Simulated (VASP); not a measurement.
GaN:

```
CELL_PARAMETERS angstrom
0.00000 2.28316 2.28316
2.28316 0.00000 2.28316
2.28316 2.28316 0.00000
ATOMIC_POSITIONS crystal
Ga 0.00000 0.00000 0.00000
N 0.25000 0.25000 0.25000
```

Base run:

```yaml
Program: VASP 6.6.1
Functional: r2SCAN
Dispersion: D4
Potentials_or_basis: VASP PAW PBE potentials, release 64 (Ga_d, N)
Cutoff: 520 eV
k_mesh: 10 × 10 × 10
Occupations: fermi-dirac, width 0.05 eV
Spin: no spin polarisation
```

Its results: band gap on the k mesh 1.86 eV; pressure -8.8 GPa.

**Question.** The run is repeated on the same cell with these changes: functional from r2SCAN to b88 exchange, pbe correlation; dispersion from D4 to none; cutoff from 520 eV to 600 eV. What comes out?

**Answer.** Band gap on the k mesh 1.47 eV; pressure -2.4 GPa.

Several settings changed at once.

Caveats: the PAW data sets were made with another functional, which shifts forces and pressure a little; the cell stands under tension (at least some runs).

